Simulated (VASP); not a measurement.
# SnSe (Fm-3m) in VASP: single point with LDA

Aim: the single point of SnSe with LDA.

All numbers are computed with VASP 6.6.1; they aren't measurements. Logs are shortened: lines on timing, memory, paths and dates and some standing lists are left out, and cuts for length are marked.

**1. The cell of the first run**

Symmetry: Fm-3m, No. 225, cubic system. The conventional cell has a = 6.020 Å, b = 6.020 Å, c = 6.020 Å, α = 90.00°, β = 90.00°, γ = 90.00°. Sn (site symmetry m-3m) has 6 Se at 3.01 Å within 4.0 Å. Se (site symmetry m-3m) has 6 Sn at 3.01 Å within 4.0 Å.

**2. Single point, LDA**

Input file INCAR:

```
PREC     = Accurate       # precision mode
ENCUT    = 520            # plane-wave cutoff, eV
EDIFF    = 1E-6           # SCF threshold, eV
ISMEAR   = 0              # smearing method
SIGMA    = 0.01           # smearing width, eV
LREAL    = F              # projectors in reciprocal space
LASPH    = T              # aspherical terms in the spheres
NELM     = 80             # most SCF steps
ALGO     = Normal         # electronic algorithm
ISIF     = 2              # what is computed and relaxed
LWAVE    = F              # write WAVECAR
LCHARG   = T              # write CHGCAR
LELF     = T              # ELF
LVHAR    = T            
NBANDS   = 17             # bands
```

Input file KPOINTS:

```
regular mesh
0
Gamma
  4 4 4
```

Input file POSCAR:

```
SnSe
1.0
    0.0000000000      3.0100000000      3.0100000000
    3.0100000000      0.0000000000      3.0100000000
    3.0100000000      3.0100000000      0.0000000000
Sn Se
1 1
Direct
    0.0000000000      0.0000000000      0.0000000000
    0.5000000000      0.5000000000      0.5000000000
```

Potentials or basis: VASP PAW LDA potentials, release 64 (Sn_d, Se).

Run with:

```bash
> cat potpaw_LDA.64/Sn_d/POTCAR potpaw_LDA.64/Se/POTCAR > POTCAR
> mpirun -np 1 vasp_std > vasp.out
```

OUTCAR:

```text
PREC = Accurate
   ENCUT = 520
   EDIFF = 1E-6
   ISMEAR = 0
   LREAL = F
   LASPH = T
   NELM = 80
   ISIF = 2

 ion  position               nearest neighbor table
   1  0.000  0.000  0.000-   2 3.01   2 3.01   2 3.01   2 3.01   2 3.01   2 3.01
   2  0.500  0.500  0.500-   1 3.01   1 3.01   1 3.01   1 3.01   1 3.01   1 3.01

  LATTYP: Found a face centered cubic cell.
 ALAT       =     6.0200000000

  Lattice vectors:

 A1 = (   0.0000000000,   3.0100000000,   3.0100000000)
 A2 = (   3.0100000000,   0.0000000000,   3.0100000000)
 A3 = (   3.0100000000,   3.0100000000,   0.0000000000)

Analysis of symmetry for initial positions (statically):
=====================================================================
 Subroutine PRICEL returns:
 Original cell was already a primitive cell.

 Routine SETGRP: Setting up the symmetry group for a
 face centered cubic supercell.

 Subroutine GETGRP returns: Found 48 space group operations
 (whereof 48 operations were pure point group operations)
 out of a pool of 48 trial point group operations.

The static configuration has the point symmetry O_h .

Analysis of symmetry for dynamics (positions and initial velocities):
=====================================================================
 Subroutine PRICEL returns:
 Original cell was already a primitive cell.

 Routine SETGRP: Setting up the symmetry group for a
 face centered cubic supercell.

 Subroutine GETGRP returns: Found 48 space group operations
 (whereof 48 operations were pure point group operations)
 out of a pool of 48 trial point group operations.

The dynamic configuration has the point symmetry O_h .

 Subroutine INISYM returns: Found 48 space group operations
 (whereof 48 operations are pure point group operations),
 and found     1 'primitive' translations

----------------------------------------------------------------------------------------

                                     Primitive cell

  volume of cell :      54.5418

  direct lattice vectors                    reciprocal lattice vectors
     0.000000000  3.010000000  3.010000000    -0.166112957  0.166112957  0.166112957
     3.010000000  0.000000000  3.010000000     0.166112957 -0.166112957  0.166112957
     3.010000000  3.010000000  0.000000000     0.166112957  0.166112957 -0.166112957

  length of vectors
     4.256782823  4.256782823  4.256782823     0.287716081  0.287716081  0.287716081

[... 60 lines left out ...]
   LASPH  =      T    aspherical Exc in radial PAW
   ENCUT  =  520.0 eV  38.22 Ry    6.18 a.u.   7.91  7.91  7.91*2*pi/ulx,y,z
   NELM   =     80;   NELMIN=  2; NELMDL= -5     # of ELM steps
   EDIFF  = 0.1E-05   stopping-criterion for ELM
   LREAL  =      F    real-space projection
   EDIFFG = 0.1E-04   stopping-criterion for IOM
   NSW    =      0    number of steps for IOM
   IBRION =     -1    ionic relax: 0-MD 1-quasi-New 2-CG
   NFREE  =      0    steps in history (QN), initial steepest desc. (CG)
   ISIF   =      2    stress and relaxation
   ISYM   =      2    0-nonsym 1-usesym 2-fastsym
   POTIM  = 0.5000    time-step for ionic-motion
   TEBEG  =    0.0;   TEEND  =   0.0 temperature during run
   PSTRESS=    0.0 pullay stress
   NELECT =      20.0000    total number of electrons
   NUPDOWN=      -1.0000    fix difference up-down
   EMIN   =  10.00;   EMAX   =-10.00  energy-range for DOS
   EFERMI =   0.00;   METHOD = LEGACY
   ISMEAR =     0;   SIGMA  =   0.01  broadening in eV -4-tet -1-fermi 0-gaus
   EFERMI_NEDOS =   21; number of points for ismear=-14 and -15
   IALGO  =     38    algorithm
   IMIX   =      4    mixing-type and parameters
     AMIX     =   0.40;   BMIX     =  1.00
     AMIX_MAG =   1.60;   BMIX_MAG =  1.00
  volume/ion in A,a.u.               =      27.27       184.03
  Fermi-wavevector in a.u.,A,eV,Ry     =   1.171768  2.214321 18.681350  1.373040
  Thomas-Fermi vector in A             =   2.308207
   LORBIT       =      0    0 simple, 1 ext, 2 COOP (PROOUT), +10 PAW based schemes
   GGA     = CA    functional components
   LHFCALC =     F    Hartree Fock is set to
   AEXX    =    0.0000 exact exchange contribution
   IVDW    =     0    specifies the selected vdW correction
   LEPSILON=     F    determine dielectric tensor
   LRPA    =     F    only Hartree local field effects (RPA)
 non-spin polarized calculation
 Gauss-broadening in eV      SIGMA  =   0.01
  energy-cutoff  :      520.00
  volume of cell :       54.54
 maximum number of plane-waves:      1480
   NGX = 15   NGY = 15   NGZ = 15

 number of electron      20.0000006 magnetization

 Free energy of the ion-electron system (eV)
  ---------------------------------------------------
  ext. energy  EPLUGINS =         0.00000000
  ---------------------------------------------------
  free energy    TOTEN  =        -9.52763304 eV

  energy without entropy =       -9.52763304  energy(sigma->0) =       -9.52763304

 E-fermi :   5.3616     XC(G=0):  -9.8986

 val. band max:        5.3088946262   @ k =   0.5000   0.0000   0.0000
 cond. band min:       5.9118662716   @ k =   0.5000   0.0000   0.0000
 fundamental gap:      0.6029716455
 Fermi energy:         5.3616159264

 k-point     1 :       0.0000    0.0000    0.0000
  band No.  band energies     occupation
      1     -16.1155      2.00000
      2     -16.1155      2.00000
      3     -16.1117      2.00000
      4     -16.1117      2.00000
      5     -16.1117      2.00000
      6      -8.5038      2.00000
[... 137 lines left out ...]
      4     -16.1063      2.00000
      5     -16.0938      2.00000
      6      -7.2751      2.00000
[... 9 lines left out ...]
     16      16.6638      0.00000
     17      18.2332      0.00000

------------------------ aborting loop because EDIFF is reached ----------------------------------------

  FORCE on cell =-STRESS in cart. coord.  units (eV):
  Direction    XX          YY          ZZ          XY          YZ          ZX
  --------------------------------------------------------------------------------------
  -------------------------------------------------------------------------------------
  Total       -1.5612957     -1.5612957     -1.5612957     -0.0000000      0.0000000     -0.0000000
  in kB      -45.8634013    -45.8634013    -45.8634013     -0.0000000      0.0000000     -0.0000000
  external PRESSURE =     -45.8634013 kB  Pullay stress =       0.0000000 kB

 VOLUME and BASIS-vectors are now :
 -----------------------------------------------------------------------------
  energy-cutoff  :      520.00
  volume of cell :       54.54
      direct lattice vectors                 reciprocal lattice vectors
     0.000000000  3.010000000  3.010000000    -0.166112957  0.166112957  0.166112957
     3.010000000  0.000000000  3.010000000     0.166112957 -0.166112957  0.166112957
     3.010000000  3.010000000  0.000000000     0.166112957  0.166112957 -0.166112957

 POSITION                                       TOTAL-FORCE (eV/Angst)
 -----------------------------------------------------------------------------------
      0.00000      0.00000      0.00000         0.000000     -0.000000      0.000000
      3.01000      3.01000      3.01000        -0.000000      0.000000     -0.000000
 -----------------------------------------------------------------------------------
    total drift:                                0.000000     -0.000000     -0.000000

  FREE ENERGIE OF THE ION-ELECTRON SYSTEM (eV)
  ---------------------------------------------------
  free  energy   TOTEN  =        -9.5276330435 eV

  energy  without entropy=       -9.5276330435  energy(sigma->0) =       -9.52763304
```

OSZICAR:

```text
N       E                     dE             d eps       ncg     rms          rms(c)
DAV:   1     0.132103381170E+03    0.13210E+03   -0.10155E+04   280   0.149E+03
DAV:   2     0.310298477716E+01   -0.12900E+03   -0.12580E+03   288   0.362E+02
DAV:   3    -0.936326292583E+01   -0.12466E+02   -0.12408E+02   336   0.945E+01
DAV:   4    -0.968537672418E+01   -0.32211E+00   -0.32193E+00   333   0.160E+01
DAV:   5    -0.969469289768E+01   -0.93162E-02   -0.93159E-02   397   0.274E+00    0.339E+00
DAV:   6    -0.953554106512E+01    0.15915E+00   -0.40817E-01   409   0.394E+00    0.208E+00
DAV:   7    -0.952921056141E+01    0.63305E-02   -0.53432E-02   326   0.111E+00    0.923E-01
DAV:   8    -0.952773024888E+01    0.14803E-02   -0.53592E-03   342   0.594E-01    0.665E-02
DAV:   9    -0.952763316766E+01    0.97081E-04   -0.80786E-04   374   0.194E-01    0.396E-02
DAV:  10    -0.952763261603E+01    0.55163E-06   -0.81577E-05   358   0.600E-02    0.636E-03
DAV:  11    -0.952763304348E+01   -0.42746E-06   -0.47677E-06   351   0.141E-02
   1 F= -.95276330E+01 E0= -.95276330E+01  d E =-.299182E-15
```

Run time: 4.5 s. Hardware: 1 thread of Intel Xeon Platinum 8559C (Emerald Rapids), shared host; peak memory 0.15 GiB.

Results:

```
Free energy            : -9.5276 eV
Pressure               : -4.6 GPa
Band gap on the k mesh : 0.60 eV, direct
```

Caveat: the k points lie up to 0.45 Å⁻¹ apart; spin-orbit coupling is left out, which moves the levels of the heavy elements. A k mesh can miss the band edges.
